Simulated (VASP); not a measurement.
Input of a VASP 6.6.1 run:

Contents of INCAR:

```
PREC = Accurate ; ENCUT = 400
EDIFF = 1E-6 ; ISMEAR = -1
SIGMA = 0.01 ; LREAL = F
LASPH = T ; NELM = 200
ALGO = Normal ; ISIF = 2
LWAVE = F ; LCHARG = F
ISPIN = 2 ; MAGMOM = 4
LORBIT = 11 ; LMAXMIX = 4
GGA = RP ; NBANDS = 16
ISYM = 0 ; GGA_COMPAT = F
```

KPOINTS

```
Automatic mesh
0
Gamma
  1 1 1
```

File POSCAR:

```
Zr
1.0
   14.0000000000      0.0000000000      0.0000000000
    0.0000000000     14.4000000000      0.0000000000
    0.0000000000      0.0000000000     14.8000000000
Zr
1
Direct
    0.5000000000      0.5000000000      0.5000000000
```

Potentials or basis: VASP PAW PBE potentials, release 64 (Zr_sv).

Launch:

```sh
$ cat potpaw_PBE.64/Zr_sv/POTCAR > POTCAR
$ mpirun -np 1 vasp_gam > vasp.out
```

Estimate the net moment.

4.00 μB per cell.

Estimate the pressure.

0.0 GPa.

What does it give for the site moments?

Zr +2.08 μB.

Predict the band gap on the k mesh.

0.83 eV.

Caveat: the PAW data sets were made with another functional, which shifts forces and pressure a little.
